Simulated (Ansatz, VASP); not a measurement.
# TiPt3 in VASP and in Ansatz

INCAR

```
SYSTEM = TiPt3
ALGO = Normal ; EDIFF = 1E-6
ENCUT = 520 ; GGA = CA
ISIF = 2 ; ISMEAR = -1
LASPH = .TRUE. ; LCHARG = .FALSE.
LREAL = .FALSE. ; LWAVE = .FALSE.
NBANDS = 29 ; NELM = 100
PREC = Accurate ; SIGMA = 0.05
```

KPOINTS

```
k-points
0
G
  7 7 7
  0 0 0
```

POSCAR

```
TiPt3
1.0
    3.8174470657      0.0000000000      0.0000000000
    0.0000000000      3.8174470657      0.0000000000
    0.0000000000      0.0000000000      3.8174470657
Pt Ti
3 1
Direct
    0.5000000000      0.5000000000      0.0000000000
    0.5000000000      0.0000000000      0.5000000000
    0.0000000000      0.5000000000      0.5000000000
    0.0000000000      0.0000000000      0.0000000000
```

Contents of input.yaml:

```yaml
crystal:
  lattice:
    - [3.8174470657, 0.0, 0.0]
    - [0.0, 3.8174470657, 0.0]
    - [0.0, 0.0, 3.8174470657]
  atoms:
    - { symbol: Pt, position: [0.5, 0.5, 0.0] }
    - { symbol: Pt, position: [0.5, 0.0, 0.5] }
    - { symbol: Pt, position: [0.0, 0.5, 0.5] }
    - { symbol: Ti, position: [0.0, 0.0, 0.0] }
hamiltonian:
  xc: lda
  pseudopotentials: { kind: paw }
kpoints:
  mp_grid: { grid: [7, 7, 7] }
scf:
  occupations: { method: fermi_dirac, width: 0.05 }
output:
  forces: true
  stress: true
  eigenvalues: true
  write_density: true
  write_potential: true
  elf: true
  volumetric_format: npy
```

Alike in both runs: task single point; functional LDA; k mesh 7 × 7 × 7; occupations fermi-dirac, width 0.05 eV; no spin polarisation.

|  | VASP | Ansatz |
| --- | --- | --- |
| version | VASP 6.6.1 | Ansatz 0.2.0 |
| potentials or method | VASP PAW LDA potentials, release 64 (Pt, Ti_sv) | Ansatz PAW |
| plane-wave cutoff (eV) | 520 | 420 |
| valence electrons in the cell | 42 | 66 |

|  | VASP | Ansatz | Ansatz less VASP |
| --- | --- | --- | --- |
| gap on the k mesh at the Fermi level (eV) | none | none | - |
| pressure (GPa) | 14.6 | 13.6 | -0.93 |

LDA's correlation is that of Perdew and Zunger in VASP and of Perdew and Wang (1992) in Ansatz. A gap of «none» marks a metal or a gap that the smearing closes. VASP's potentials hold 42 valence electrons a cell and Ansatz's 66, so a difference there can come from the potentials and not from the codes.

Neither program's run includes spin-orbit coupling.
